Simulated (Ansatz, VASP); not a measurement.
## Ti: VASP beside Ansatz

```
CELL_PARAMETERS angstrom
-1.65741 1.64100 1.64100
1.64100 -1.65741 1.64100
1.64100 1.64100 -1.65741
ATOMIC_POSITIONS crystal
Ti 0.00000 0.00000 0.00000
```

Change from the starting cell: equal xy, yz and zx shear strains of -1 %.

Alike in both runs: task single point; functional PBEsol; k mesh 17 × 17 × 17; occupations fermi-dirac, width 0.08 eV; no spin polarisation.

```csv
,VASP,Ansatz
version,VASP 6.6.1,Ansatz 0.2.0
potentials or method,"VASP PAW PBE potentials, release 64 (Ti_sv), cutoff 520 eV","all-electron LAPW, scalar-relativistic"
```

Ansatz gave:

```
pressure (GPa)                                                : -6.5
traceless stress, the component that is largest in VASP (GPa) : 0.35
```

Question: What did VASP give for the same quantities?

Answer: Pressure (GPa): -6.7; traceless stress, the component that is largest in VASP (GPa): 0.35.

VASP's potentials were made for PBE, not for PBEsol. Ansatz ran all-electron here, and VASP with PAW potentials.
